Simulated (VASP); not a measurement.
# P in VASP: notebook

P is run at these levels: PBE+D3(BJ); tasks: single point.

Program: VASP 6.6.1. These are calculated values, not measurements. Logs are shortened: lines on timing, memory, paths and dates and some standing lists are left out, and cuts for length are marked.

## Step 1: The cell of the first run

The cell holds a slab with vacuum, 2 atoms: a = 3.324 Å, b = 3.324 Å, c = 28.000 Å, α = 90.00°, β = 90.00°, γ = 120.00°.

## Step 2: Single point, PBE+D3(BJ)

INCAR reads:

```
  ALGO = Normal
  DIPOL = 0.5 0.5 0.500
  EDIFF = 1E-6
  ENCUT = 520
  GGA = PE
  IDIPOL = 3
  ISIF = 2
  ISMEAR = 0
  IVDW = 12
  LASPH = True
  LCHARG = False
  LDIPOL = True
  LREAL = False
  LWAVE = False
  NBANDS = 12
  NELM = 80
  PREC = Accurate
  SIGMA = 0.02
```

KPOINTS reads:

```
k-points
0
Gamma
  9 9 1
```

POSCAR reads:

```
P
1.0
    3.3240000000      0.0000000000      0.0000000000
   -1.6620000000      2.8786684422      0.0000000000
    0.0000000000      0.0000000000     28.0000000000
P
2
Direct
    0.3333333333      0.6666666667      0.5095357143
    0.6666666667      0.3333333333      0.4904642857
```

Potentials or basis: VASP PAW PBE potentials, release 64 (P).

The run is started by

```console
$ cat potpaw_PBE.64/P/POTCAR > POTCAR
$ mpirun -np 1 vasp_std > vasp.out
```

OUTCAR:

```text
EDIFF = 1E-6
   ENCUT = 520
   GGA = PE
   ISIF = 2
   ISMEAR = 0
   IVDW = 12
   LASPH = True
   LREAL = False
   NELM = 80
   PREC = Accurate
 IVDW          = 12

 ion  position               nearest neighbor table
   1  0.333  0.667  0.510-   2 1.99   2 1.99   2 1.99
   2  0.667  0.333  0.490-   1 1.99   1 1.99   1 1.99

  LATTYP: Found a hexagonal cell.
 ALAT       =     3.3240000000
 C/A-ratio  =     8.4235860409

  Lattice vectors:

 A1 = (   3.3240000000,   0.0000000000,   0.0000000000)
 A2 = (  -1.6620000000,   2.8786684422,   0.0000000000)
 A3 = (   0.0000000000,   0.0000000000,  28.0000000000)

Analysis of symmetry for initial positions (statically):
=====================================================================
 Subroutine PRICEL returns:
 Original cell was already a primitive cell.

 Routine SETGRP: Setting up the symmetry group for a
 hexagonal supercell.

 Subroutine GETGRP returns: Found 12 space group operations
 (whereof 12 operations were pure point group operations)
 out of a pool of 24 trial point group operations.

The static configuration has the point symmetry D_3d.

Analysis of symmetry for dynamics (positions and initial velocities):
=====================================================================
 Subroutine PRICEL returns:
 Original cell was already a primitive cell.

 Routine SETGRP: Setting up the symmetry group for a
 hexagonal supercell.

 Subroutine GETGRP returns: Found 12 space group operations
 (whereof 12 operations were pure point group operations)
 out of a pool of 24 trial point group operations.

The dynamic configuration has the point symmetry D_3d.

 Subroutine INISYM returns: Found 12 space group operations
 (whereof 12 operations are pure point group operations),
 and found     1 'primitive' translations

----------------------------------------------------------------------------------------

                                     Primitive cell

  volume of cell :     267.9234

  direct lattice vectors                    reciprocal lattice vectors
     3.324000000  0.000000000  0.000000000     0.300842359  0.173691417  0.000000000
    -1.662000000  2.878668442  0.000000000     0.000000000  0.347382833  0.000000000
     0.000000000  0.000000000 28.000000000     0.000000000  0.000000000  0.035714286

  length of vectors
     3.324000000  3.324000000 28.000000000     0.347382833  0.347382833  0.035714286

  position of ions in fractional coordinates (direct lattice)
     0.333333333  0.666666667  0.509535714
     0.666666667  0.333333333  0.490464286

  ion indices of the primitive-cell ions
[... 80 lines left out ...]
   IMIX   =      4    mixing-type and parameters
     AMIX     =   0.40;   BMIX     =  1.00
     AMIX_MAG =   1.60;   BMIX_MAG =  1.00
  volume/ion in A,a.u.               =     133.96       904.02
  Fermi-wavevector in a.u.,A,eV,Ry     =   0.547106  1.033880  4.072560  0.299325
  Thomas-Fermi vector in A             =   1.577210
   LORBIT       =      0    0 simple, 1 ext, 2 COOP (PROOUT), +10 PAW based schemes
   GGA     = PE    functional components
   LHFCALC =     F    Hartree Fock is set to
   AEXX    =    0.0000 exact exchange contribution
   IVDW    =    12    specifies the selected vdW correction
   LEPSILON=     F    determine dielectric tensor
   LRPA    =     F    only Hartree local field effects (RPA)
 non-spin polarized calculation
 Gauss-broadening in eV      SIGMA  =   0.02
  energy-cutoff  :      520.00
  volume of cell :      267.92
 maximum number of plane-waves:      7246
 NGX is ok and might be reduce to    28
   NGX = 13   NGY = 13   NGZ =105

 number of electron      10.0000000 magnetization

 number of electron       9.9999998 magnetization

 dipolmoment           0.000000      0.000000     -0.000000 electrons x Angstroem

 Free energy of the ion-electron system (eV)
  ---------------------------------------------------
  ext. energy  EPLUGINS =         0.00000000
  ---------------------------------------------------
  free energy    TOTEN  =        -8.45687276 eV

  energy without entropy =       -8.45419589  energy(sigma->0) =       -8.45553432

 E-fermi :  -2.5069     XC(G=0):  -1.6912

 val. band max:       -2.6877766248   @ k =   0.4444   0.1111   0.0000
 cond. band min:      -2.5040109061   @ k =   0.2222   0.1111   0.0000
 fundamental gap:      0.1837657187
 Fermi energy:        -2.5069284768

 k-point     1 :       0.0000    0.0000    0.0000
  band No.  band energies     occupation
      1     -19.9064      2.00000
      2      -9.3961      2.00000
      3      -7.3056      2.00000
      4      -7.3056      2.00000
      5      -1.9736      0.00000
      6      -1.9449      0.00000
      7      -1.6277      0.00000
      8      -1.6277      0.00000
      9       1.1481      0.00000
     10       1.4786      0.00000
     11       1.7976      0.00000
     12       1.9188      0.00000
[... 151 lines left out ...]
 k-point    12 :       0.3333    0.3333    0.0000
  band No.  band energies     occupation
      1     -15.5564      2.00000
      2     -15.5564      2.00000
      3     -11.5359      2.00000
      4      -5.2608      2.00000
      5      -5.2608      2.00000
      6      -0.0749      0.00000
      7       1.8490      0.00000
      8       2.9792      0.00000
      9       2.9792      0.00000
     10       4.3996      0.00000
     11       4.3996      0.00000
     12       6.2322      0.00000

------------------------ aborting loop because EDIFF is reached ----------------------------------------

 vacuum level on the upper side and lower side of the slab       (xc-potential included)        -0.007        -0.007

 Edisp (eV)   -0.42348

 E8    (eV) :    -0.1733

  FORCE on cell =-STRESS in cart. coord.  units (eV):
  Direction    XX          YY          ZZ          XY          YZ          ZX
  --------------------------------------------------------------------------------------
  -------------------------------------------------------------------------------------
  Total       8.73744     8.73744     1.86810     0.00000     0.00000    -0.00000
  in kB      52.24975    52.24975    11.17123     0.00000     0.00000    -0.00000
  external pressure =       38.56 kB  Pullay stress =        0.00 kB

 VOLUME and BASIS-vectors are now :
 -----------------------------------------------------------------------------
  energy-cutoff  :      520.00
  volume of cell :      267.92
      direct lattice vectors                 reciprocal lattice vectors
     3.324000000  0.000000000  0.000000000     0.300842359  0.173691417  0.000000000
    -1.662000000  2.878668442  0.000000000     0.000000000  0.347382833  0.000000000
     0.000000000  0.000000000 28.000000000     0.000000000  0.000000000  0.035714286

 POSITION                                       TOTAL-FORCE (eV/Angst)
 -----------------------------------------------------------------------------------
     -0.00000      1.91911     14.26700         0.000000      0.000000      3.520075
      1.66200      0.95956     13.73300        -0.000000      0.000000     -3.520075
 -----------------------------------------------------------------------------------
    total drift:                               -0.000000      0.000000      0.000000

  FREE ENERGIE OF THE ION-ELECTRON SYSTEM (eV)
  ---------------------------------------------------
  free  energy   TOTEN  =        -8.8803509389 eV

  energy  without entropy=       -8.8776740728  energy(sigma->0) =       -8.87901251

 vacuum level on the upper side and lower side of the slab         1.513         1.513
```

OSZICAR:

```text
N       E                     dE             d eps       ncg     rms          rms(c)
DAV:   1     0.765619846875E+02    0.76562E+02   -0.28861E+03   288   0.531E+02
DAV:   2    -0.187335011242E+01   -0.78435E+02   -0.67892E+02   472   0.971E+01
DAV:   3    -0.866069518823E+01   -0.67873E+01   -0.67565E+01   428   0.404E+01
[... 18 lines left out ...]
DAV:  22    -0.845686622506E+01   -0.38891E-05   -0.23197E-06   380   0.654E-03    0.465E-03
DAV:  23    -0.845686999824E+01   -0.37732E-05   -0.80513E-07   392   0.371E-03    0.146E-03
DAV:  24    -0.845687126091E+01   -0.12627E-05   -0.82015E-08   360   0.132E-03    0.334E-03
DAV:  25    -0.845687231943E+01   -0.10585E-05   -0.80741E-08   364   0.114E-03    0.104E-03
DAV:  26    -0.845687275689E+01   -0.43746E-06   -0.52646E-08   360   0.941E-04
   1 F= -.88803509E+01 E0= -.88790125E+01  d E =-.267687E-02
```

stdout:

```text
POSCAR found type information on POSCAR P
 POSCAR found :  1 types and       2 ions
 scaLAPACK will be used
 LDA part: xc-table for (Slater+PW92), standard interpolation
 POSCAR, INCAR and KPOINTS ok, starting setup
 FFT: planning ... GRIDC
 FFT: planning ... GRID_SOFT
 FFT: planning ... GRID
 WAVECAR not read
 entering main loop
```

Wall time 97 s (1 thread of Intel Xeon 6975P-C, shared host); peak memory 0.4 GiB.

Results:

* Free energy: -8.8804 eV
* Largest force: 3.520 eV/Å
* Band gap on the k mesh: zero (band 5 reaches -1.93 eV, above the bottom of band 6 at -3.72 eV)
* Dispersion energy per atom: -0.212 eV

Forces on the atoms (eV/Å):
```
P    0.000  0.000  3.520
P    0.000  0.000 -3.520
```

## Step 3: Single point, PBE+D3(BJ)

INCAR reads:

```
SYSTEM = P
PREC = Accurate ; ENCUT = 520
EDIFF = 1E-7 ; ISMEAR = 0
SIGMA = 0.02 ; LREAL = .False.
LASPH = .True. ; NELM = 80
ALGO = Normal ; ISIF = 2
LWAVE = .False. ; LCHARG = .False.
LDIPOL = .True. ; IDIPOL = 3
DIPOL = 0.5 0.5 0.500 ; GGA = PE
IVDW = 12 ; NBANDS = 12
```

KPOINTS reads:

```
regular mesh
0
Gamma
  9 9 1
  0 0 0
```

POSCAR reads:

```
P
1.0
    3.3240000000      0.0000000000      0.0000000000
   -1.6620000000      2.8786684422      0.0000000000
    0.0000000000      0.0000000000     28.0000000000
P
2
Direct
    0.3333333333      0.6666666667      0.5190535714
    0.6666666667      0.3333333333      0.4809464286
```

Potentials or basis: VASP PAW PBE potentials, release 64 (P).

The run is started by

```console
$ cat potpaw_PBE.64/P/POTCAR > POTCAR
$ mpirun -np 1 vasp_std > vasp.out
```

Run time: 89 s. Hardware: 1 thread of Intel Xeon 6975P-C, shared host; peak memory 0.38 GiB.

Results (log left out):

```yaml
Free_energy: -10.9343 eV
Largest_force: 2.503 eV/Å
Band_gap_on_the_k_mesh: 0.89 eV, indirect (least direct gap 1.51 eV)
Dispersion_energy_per_atom: -0.207 eV
```

Forces on the atoms (eV/Å):
```
P    0.000  0.000  2.503
P    0.000  0.000 -2.503
```

Levels at points of the mesh, in eV from the valence-band top:
```tsv
k point	band 3	band 4	band 5	band 6	band 7	band 8
(0.00, 0.00, 0.00)	-1.71	-1.71	-0.20	2.29	2.84	2.84
```

## Step 4: Single point, PBE+D3(BJ)

INCAR reads:

```
SYSTEM = P
PREC = Accurate
ENCUT = 520
EDIFF = 1E-6
ISMEAR = 0
SIGMA = 0.02
LREAL = .False.
LASPH = .True.
NELM = 80
ALGO = Normal
ISIF = 2
LWAVE = .False.
LCHARG = .False.
LDIPOL = .True.
IDIPOL = 3
DIPOL = 0.5 0.5 0.500
GGA = PE
IVDW = 12
NBANDS = 12
```

KPOINTS reads:

```
Automatic mesh
0
Gamma
  9 9 1
  0 0 0
```

POSCAR reads:

```
P
1.0
    3.3240000000      0.0000000000      0.0000000000
   -1.6620000000      2.8786684422      0.0000000000
    0.0000000000      0.0000000000     28.0000000000
P
2
Direct
    0.3333333333      0.6666666667      0.5285892857
    0.6666666667      0.3333333333      0.4714107143
```

The run is started by

```console
$ cat potpaw_PBE.64/P/POTCAR > POTCAR
$ mpirun -np 1 vasp_std > vasp.out
```

Wall time 95 s (1 thread of Intel Xeon 6975P-C, shared host); peak memory 0.4 GiB.

It converged, with:

| Quantity | Value |
| --- | --- |
| Free energy | -10.1919 eV |
| Largest force | 4.210 eV/Å |
| Band gap on the k mesh | zero (band 5 reaches -2.66 eV, above the bottom of band 6 at -2.81 eV) |
| Dispersion energy per atom | -0.199 eV |

Forces on the atoms (eV/Å):
```
P    0.000  0.000 -4.210
P    0.000  0.000  4.210
```

Levels at points of the mesh, in eV from the Fermi level:
| k point | band 1 | band 2 | band 3 | band 4 | band 5 | band 6 | band 7 | band 8 | band 9 | band 10 |
| --- | --- | --- | --- | --- | --- | --- | --- | --- | --- | --- |
| (0.00, 0.00, 0.00) | -13.82 | -8.58 | -2.68 | 0.08 | 0.08 | 2.40 | 2.78 | 2.78 | 4.01 | 4.05 |
